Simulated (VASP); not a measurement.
Set up this calculation in VASP 6.6.1, as the native input.

```yaml
Task: single point
Functional: r2SCAN
Potentials_or_basis: VASP PAW PBE potentials, release 64 (Ni, Mo_sv, Pd, Ir, W_sv)
Cutoff: 520 eV
k_mesh: 8 × 8 × 1
Occupations: fermi-dirac, width 0.05 eV
Spin: collinear spin, ferromagnetic start
Starting_moments: "[1.0, 1.0, 1.0, 1.0, 0.0, 0.0, 0.6, 0.6, 0.0, 0.0] μB"
Dipole_correction: no
Further_INCAR_settings: ALGO = Normal; EDIFF = 1e-07; NBANDS = 72
```

NiMoIrPdW:

```xyz
10
Lattice="2.7525 0.0000 0.0000 -1.3762 2.3837 0.0000 0.0000 0.0000 21.8487" Properties=species:S:1:pos:R:3 pbc="T T T"
Ni    0.0000    1.5891   18.6141
Ni    1.3762    0.7946    3.2346
Mo    1.3762    0.7946   16.6373
Mo    0.0000    1.5891    5.2114
Pd    0.0000    1.5891    1.1605
Pd    1.3762    0.7946   20.6883
Ir    0.0000    1.5891   14.3916
Ir    1.3762    0.7946    7.4571
W     0.0000    1.5891    9.6981
W     1.3762    0.7946   12.1506
```

One way to write it, as run:

POSCAR

```
NiMoIrPdW
1.0
    2.7524799655      0.0000028676      0.0000000000
   -1.3762424662      2.3837161397      0.0000000000
    0.0000000000      0.0000000000     21.8487399815
Ni Mo Pd Ir W
2 2 2 2 2
Direct
    0.3333333333      0.6666666667      0.8519551235
    0.6666666667      0.3333333333      0.1480448765
    0.6666666667      0.3333333333      0.7614778417
    0.3333333333      0.6666666667      0.2385221583
    0.3333333333      0.6666666667      0.0531138118
    0.6666666667      0.3333333333      0.9468861882
    0.3333333333      0.6666666667      0.6586925053
    0.6666666667      0.3333333333      0.3413074947
    0.3333333333      0.6666666667      0.4438760518
    0.6666666667      0.3333333333      0.5561239482
```

INCAR.step1

```
SYSTEM = NiMoIrPdW
ALGO = Normal ; EDIFF = 1E-4
ENCUT = 520 ; GGA = PE
ISMEAR = -1 ; ISPIN = 2
LASPH = .TRUE. ; LCHARG = .FALSE.
LMAXMIX = 4 ; LREAL = .FALSE.
LWAVE = .TRUE. ; MAGMOM = 1 1 1 1 0 0 0.6 0.6 0 0
NBANDS = 72 ; NELM = 150
PREC = Accurate ; SIGMA = 0.05
```

INCAR.step2

```
SYSTEM = NiMoIrPdW
ALGO = Normal ; EDIFF = 1E-7
ENCUT = 520 ; ISIF = 2
ISMEAR = -1 ; ISPIN = 2
ISTART = 1 ; LASPH = .TRUE.
LCHARG = .FALSE. ; LMAXMIX = 4
LMIXTAU = .TRUE. ; LORBIT = 11
LREAL = .FALSE. ; LWAVE = .FALSE.
MAGMOM = 1 1 1 1 0 0 0.6 0.6 0 0 ; METAGGA = R2SCAN
NBANDS = 72 ; NELM = 150
PREC = Accurate ; SIGMA = 0.05
```

KPOINTS

```
k-points
0
G
  8 8 1
  0 0 0
```

Potentials or basis: VASP PAW PBE potentials, release 64 (Ni, Mo_sv, Pd, Ir, W_sv).

Run with:

```console
$ cat potpaw_PBE.64/Ni/POTCAR potpaw_PBE.64/Mo_sv/POTCAR potpaw_PBE.64/Pd/POTCAR potpaw_PBE.64/Ir/POTCAR potpaw_PBE.64/W_sv/POTCAR > POTCAR
$ cp INCAR.step1 INCAR
$ mpirun -np 1 vasp_std > vasp.out
$ cp INCAR.step2 INCAR
$ mpirun -np 1 vasp_std > vasp.out
```

It gave:

| Property | Result |
| --- | --- |
| Pressure | 1.1 GPa |
| Largest force | 0.073 eV/Å |
| Band gap on the k mesh | zero (filled and empty bands overlap) |
| Net moment | 0.00 μB per cell |
| Valence electrons inside the program's atomic spheres | Ni 9.30; Mo 12.51; Pd 9.51; Ir 8.46; W 12.08 |

Caveat: the moments typed at the start vanished in this run; the PAW data sets were made with another functional, which shifts forces and pressure a little; spin-orbit coupling is left out, which moves the levels of the heavy elements.

Wall time 22 min on 1 thread of Intel(R) Xeon(R) 6975P-C (Granite Rapids), with other jobs on the host, peak memory 0.46 GiB.
